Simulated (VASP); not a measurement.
# Re (Pm-3m) in VASP: notebook

The runs below take Re through single point, with PBEsol.

Everything below comes from runs of VASP 6.6.1. Logs are shortened: lines on timing, memory, paths and dates and some standing lists are left out, and cuts for length are marked.

## 1. The cell of the first run

It takes space group Pm-3m (No. 221, cubic). The conventional cell has a = 2.329 Å, b = 2.329 Å, c = 2.329 Å, α = 90.00°, β = 90.00°, γ = 90.00°. Within 3.1 Å of Re (site symmetry m-3m) lie 6 Re at 2.33 Å.

## 2. Single point, PBEsol (volume scaled by 0.76)

The input, INCAR:

```
SYSTEM = Re
PREC = Accurate
ENCUT = 520
EDIFF = 1E-7
ISMEAR = -1
SIGMA = 0.1
LREAL = .False.
LASPH = .True.
NELM = 100
ALGO = Normal
ISIF = 2
LWAVE = .False.
LCHARG = .False.
GGA = PS
NBANDS = 10
```

The input, KPOINTS:

```
regular mesh
0
Gamma
  15 15 15
  0 0 0
```

The input, POSCAR:

```
Re
1.0
    2.3288174765      0.0000000000      0.0000000000
    0.0000000000      2.3288174765      0.0000000000
    0.0000000000      0.0000000000      2.3288174765
Re
1
Direct
    0.0000000000      0.0000000000      0.0000000000
```

Potentials or basis: VASP PAW PBE potentials, release 64 (Re).

Started as:

```bash
> cat potpaw_PBE.64/Re/POTCAR > POTCAR
> mpirun -np 1 vasp_std > vasp.out
```

OUTCAR:

```text
SYSTEM = Re
   PREC = Accurate
   ENCUT = 520
   EDIFF = 1E-7
   ISMEAR = -1
   LREAL = .False.
   LASPH = .True.
   NELM = 100
   ISIF = 2
   GGA = PS

 ion  position               nearest neighbor table
   1  0.000  0.000  0.000-

  LATTYP: Found a simple cubic cell.
 ALAT       =     2.3288174765

  Lattice vectors:

 A1 = (   2.3288174765,   0.0000000000,   0.0000000000)
 A2 = (   0.0000000000,   2.3288174765,   0.0000000000)
 A3 = (   0.0000000000,   0.0000000000,   2.3288174765)

Analysis of symmetry for initial positions (statically):
=====================================================================
 Subroutine PRICEL returns:
 Original cell was already a primitive cell.

 Routine SETGRP: Setting up the symmetry group for a
 simple cubic supercell.

 Subroutine GETGRP returns: Found 48 space group operations
 (whereof 48 operations were pure point group operations)
 out of a pool of 48 trial point group operations.

The static configuration has the point symmetry O_h .

Analysis of symmetry for dynamics (positions and initial velocities):
=====================================================================
 Subroutine PRICEL returns:
 Original cell was already a primitive cell.

 Routine SETGRP: Setting up the symmetry group for a
 simple cubic supercell.

 Subroutine GETGRP returns: Found 48 space group operations
 (whereof 48 operations were pure point group operations)
 out of a pool of 48 trial point group operations.

The dynamic configuration has the point symmetry O_h .

 Subroutine INISYM returns: Found 48 space group operations
 (whereof 48 operations are pure point group operations),
 and found     1 'primitive' translations

----------------------------------------------------------------------------------------

                                     Primitive cell

  volume of cell :      12.6301

  direct lattice vectors                    reciprocal lattice vectors
     2.328817476  0.000000000  0.000000000     0.429402480  0.000000000  0.000000000
     0.000000000  2.328817476  0.000000000     0.000000000  0.429402480  0.000000000
     0.000000000  0.000000000  2.328817476     0.000000000  0.000000000  0.429402480

  length of vectors
     2.328817476  2.328817476  2.328817476     0.429402480  0.429402480  0.429402480

  position of ions in fractional coordinates (direct lattice)
     0.000000000  0.000000000  0.000000000

  ion indices of the primitive-cell ions
   primitive index   ion index
                 1           1

----------------------------------------------------------------------------------------

 KPOINTS: regular mesh

Automatic generation of k-mesh.
 Grid dimensions read from file:
 generate k-points for:   15   15   15

 Generating k-lattice:

  Cartesian coordinates                     Fractional coordinates (reciprocal lattice)
     0.028626832  0.000000000  0.000000000     0.066666667  0.000000000  0.000000000
     0.000000000  0.028626832  0.000000000     0.000000000  0.066666667  0.000000000
     0.000000000  0.000000000  0.028626832     0.000000000  0.000000000  0.066666667

  Length of vectors
     0.028626832  0.028626832  0.028626832

  Shift w.r.t. Gamma in fractional coordinates (k-lattice)
     0.000000000  0.000000000  0.000000000

 Subroutine IBZKPT returns following result:
 ===========================================

 Found    120 irreducible k-points:

 Following reciprocal coordinates:
            Coordinates               Weight
  0.000000  0.000000  0.000000      1.000000
  0.066667  0.000000  0.000000      6.000000
  0.133333  0.000000  0.000000      6.000000
  0.200000  0.000000  0.000000      6.000000
  0.266667  0.000000  0.000000      6.000000
  0.333333  0.000000  0.000000      6.000000
[... 16 lines left out ...]
  0.266667  0.200000  0.000000     24.000000
  0.333333  0.200000  0.000000     24.000000
 [... further k-points ...]
   k-points           NKPTS =    120   k-points in BZ     NKDIM =    120   number of bands    NBANDS=     10
   number of dos      NEDOS =    301   number of ions     NIONS =      1
   total plane-waves  NPLWV =   5832
   dimension x,y,z NGX =    18 NGY =   18 NGZ =   18
   dimension x,y,z NGXF=    36 NGYF=   36 NGZF=   36
   ions per type =               1
   NGX,Y,Z   is equivalent  to a cutoff of  12.85, 12.85, 12.85 a.u.
   NGXF,Y,Z  is equivalent  to a cutoff of  25.70, 25.70, 25.70 a.u.
 SYSTEM =  Re
   PREC   = accura    normal or accurate (medium, high low for compatibility)
   ISTART =      0    job   : 0-new  1-cont  2-samecut
   ICHARG =      2    charge: 1-file 2-atom 10-const
   ISPIN  =      1    spin polarized calculation?
   LNONCOLLINEAR =      F non collinear calculations
   LSORBIT =      F    spin-orbit coupling
   LASPH  =      T    aspherical Exc in radial PAW
   ENCUT  =  520.0 eV  38.22 Ry    6.18 a.u.   4.33  4.33  4.33*2*pi/ulx,y,z
   NELM   =    100;   NELMIN=  2; NELMDL= -5     # of ELM steps
   EDIFF  = 0.1E-06   stopping-criterion for ELM
   LREAL  =      F    real-space projection
   EDIFFG = 0.1E-05   stopping-criterion for IOM
   NSW    =      0    number of steps for IOM
   IBRION =     -1    ionic relax: 0-MD 1-quasi-New 2-CG
   NFREE  =      0    steps in history (QN), initial steepest desc. (CG)
   ISIF   =      2    stress and relaxation
   ISYM   =      2    0-nonsym 1-usesym 2-fastsym
   POTIM  = 0.5000    time-step for ionic-motion
   TEBEG  =    0.0;   TEEND  =   0.0 temperature during run
   PSTRESS=    0.0 pullay stress
   NELECT =       7.0000    total number of electrons
   NUPDOWN=      -1.0000    fix difference up-down
   EMIN   =  10.00;   EMAX   =-10.00  energy-range for DOS
   EFERMI =   0.00;   METHOD = LEGACY
   ISMEAR =    -1;   SIGMA  =   0.10  broadening in eV -4-tet -1-fermi 0-gaus
   EFERMI_NEDOS =   21; number of points for ismear=-14 and -15
   IALGO  =     38    algorithm
   IMIX   =      4    mixing-type and parameters
     AMIX     =   0.40;   BMIX     =  1.00
     AMIX_MAG =   1.60;   BMIX_MAG =  1.00
  volume/ion in A,a.u.               =      12.63        85.23
  Fermi-wavevector in a.u.,A,eV,Ry     =   1.344741  2.541192 24.603810  1.808329
  Thomas-Fermi vector in A             =   2.472710
   LORBIT       =      0    0 simple, 1 ext, 2 COOP (PROOUT), +10 PAW based schemes
   GGA     = PS    functional components
   LHFCALC =     F    Hartree Fock is set to
   AEXX    =    0.0000 exact exchange contribution
   IVDW    =     0    specifies the selected vdW correction
   LEPSILON=     F    determine dielectric tensor
   LRPA    =     F    only Hartree local field effects (RPA)
 non-spin polarized calculation
  energy-cutoff  :      520.00
  volume of cell :       12.63
 maximum number of plane-waves:       350
 NGX is ok and might be reduce to    18
   NGX =  9   NGY =  9   NGZ =  9

 number of electron       7.0000001 magnetization

 Free energy of the ion-electron system (eV)
  ---------------------------------------------------
  ext. energy  EPLUGINS =         0.00000000
  ---------------------------------------------------
  free energy    TOTEN  =       -10.60822561 eV

  energy without entropy =      -10.58246667  energy(sigma->0) =      -10.59534614

 E-fermi :  10.4841     XC(G=0): -14.5102

 val. band max:       10.4656748966   @ k =   0.4667   0.2000   0.0000
 cond. band min:      10.4892064438   @ k =   0.4000   0.0667   0.0000
 fundamental gap:      0.0235315473
 Fermi energy:        10.4840749379

 k-point     1 :       0.0000    0.0000    0.0000
  band No.  band energies     occupation
      1      -0.9313      2.00000
      2       2.5899      2.00000
      3       2.5899      2.00000
      4      15.9145      0.00000
      5      15.9145      0.00000
      6      15.9145      0.00000
      7      28.6041      0.00000
      8      28.6041      0.00000
      9      28.6041      0.00000
     10      36.1960      0.00000

 k-point     2 :       0.0667    0.0000    0.0000
  band No.  band energies     occupation
      1      -0.7257      2.00000
      2       2.6436      2.00000
      3       2.8553      2.00000
      4      15.5220      0.00000
      5      15.5220      0.00000
      6      15.9419      0.00000
      7      27.5764      0.00000
      8      29.0735      0.00000
      9      29.0735      0.00000
     10      36.9303      0.00000

 k-point     3 :       0.1333    0.0000    0.0000
  band No.  band energies     occupation
      1      -0.1873      2.00000
      2       2.7986      2.00000
      3       3.6691      2.00000
      4      14.5389      0.00000
      5      14.5389      0.00000
      6      16.0199      0.00000
      7      25.5457      0.00000
      8      30.2696      0.00000
      9      30.2696      0.00000
     10      34.2279      0.00000

 k-point     4 :       0.2000    0.0000    0.0000
  band No.  band energies     occupation
      1       0.5238      2.00000
      2       3.0355      2.00000
      3       5.0012      2.00000
      4      13.3206      0.00000
      5      13.3206      0.00000
      6      16.1364      0.00000
      7      23.5423      0.00000
      8      31.7509      0.00000
      9      31.8014      0.00000
     10      31.8014      0.00000
[... 222 lines left out ...]
 k-point    22 :       0.2000    0.2000    0.0000
  band No.  band energies     occupation
      1       1.8908      2.00000
      2       4.5499      2.00000
      3       6.1327      2.00000
      4      10.7810      0.09769
      5      13.3196      0.00000
      6      14.0050      0.00000
      7      25.7397      0.00000
      8      26.5036      0.00000
      9      32.8188      0.00000
     10      35.2673      0.00000

 k-point    23 :       0.2667    0.2000    0.0000
  band No.  band energies     occupation
      1       2.5076      2.00000
      2       4.8853      2.00000
      3       7.2115      2.00000
      4      10.3536      1.57330
      5      12.4279      0.00000
      6      13.9409      0.00000
      7      24.1619      0.00000
      8      27.4088      0.00000
      9      32.0146      0.00000
     10      36.8939      0.00000

 k-point    24 :       0.3333    0.2000    0.0000
  band No.  band energies     occupation
      1       3.0960      2.00000
      2       4.9568      2.00000
      3       7.4168      2.00000
      4      11.3955      0.00022
      5      11.4971      0.00008
      6      14.0931      0.00000
      7      22.9229      0.00000
      8      28.5302      0.00000
      9      30.9222      0.00000
     10      38.2538      0.00000

 [... further k-points ...]
[... 5 lines left out ...]
  --------------------------------------------------------------------------------------
  -------------------------------------------------------------------------------------
  Total       10.8325978     10.8325978     10.8325978      0.0000000      0.0000000      0.0000000
  in kB     1374.1585570   1374.1585570   1374.1585570      0.0000000      0.0000000      0.0000000
  external PRESSURE =    1374.1585570 kB  Pullay stress =       0.0000000 kB

 VOLUME and BASIS-vectors are now :
 -----------------------------------------------------------------------------
  energy-cutoff  :      520.00
  volume of cell :       12.63
      direct lattice vectors                 reciprocal lattice vectors
     2.328817476  0.000000000  0.000000000     0.429402480  0.000000000  0.000000000
     0.000000000  2.328817476  0.000000000     0.000000000  0.429402480  0.000000000
     0.000000000  0.000000000  2.328817476     0.000000000  0.000000000  0.429402480

 POSITION                                       TOTAL-FORCE (eV/Angst)
 -----------------------------------------------------------------------------------
      0.00000      0.00000      0.00000         0.000000      0.000000      0.000000
 -----------------------------------------------------------------------------------
    total drift:                               -0.000000      0.000000      0.000000

  FREE ENERGIE OF THE ION-ELECTRON SYSTEM (eV)
  ---------------------------------------------------
  free  energy   TOTEN  =       -10.6082256131 eV

  energy  without entropy=      -10.5824666740  energy(sigma->0) =      -10.59534614
```

It took 34 s on 1 thread of Intel Xeon 8259CL, shared host; peak memory 0.13 GiB.

Results:

```yaml
Free_energy: -10.6082 eV
Pressure: 137.4 GPa
```

Caveat: the PAW data sets were made with another functional, which shifts forces and pressure a little; spin-orbit coupling is left out, which moves the levels of the heavy elements.

## 3. Single point, PBEsol (volume scaled by 0.84)

The input, INCAR:

```
PREC = Accurate ; ENCUT = 520
EDIFF = 1E-7 ; ISMEAR = -1
SIGMA = 0.1 ; LREAL = F
LASPH = T ; NELM = 60
ALGO = Normal ; ISIF = 2
LWAVE = F ; LCHARG = F
GGA = PS ; NBANDS = 10
```

The input, KPOINTS:

```
Automatic mesh
0
Gamma
  15 15 15
```

The input, POSCAR:

```
Re
1.0
    2.4078199927      0.0000000000      0.0000000000
    0.0000000000      2.4078199927      0.0000000000
    0.0000000000      0.0000000000      2.4078199927
Re
1
Direct
    0.0000000000      0.0000000000      0.0000000000
```

Potentials or basis: VASP PAW PBE potentials, release 64 (Re).

Started as:

```bash
> cat potpaw_PBE.64/Re/POTCAR > POTCAR
> mpirun -np 1 vasp_std > vasp.out
```

Wall time 30 s (1 thread of Intel Xeon 8259CL, shared host); peak memory 0.13 GiB.

Results (log left out):

```
Free energy : -11.4501 eV
Pressure    : 70.3 GPa
```

Levels at points of the mesh, in eV from the Fermi level:
```tsv
k point	band 1	band 2	band 3	band 4	band 5	band 6
(0.00, 0.00, 0.00)	-10.73	-6.99	-6.99	4.68	4.68	4.68
```

Caveat: the PAW data sets were made with another functional, which shifts forces and pressure a little; spin-orbit coupling is left out, which moves the levels of the heavy elements.

(Part 1 of 2 ends here.)
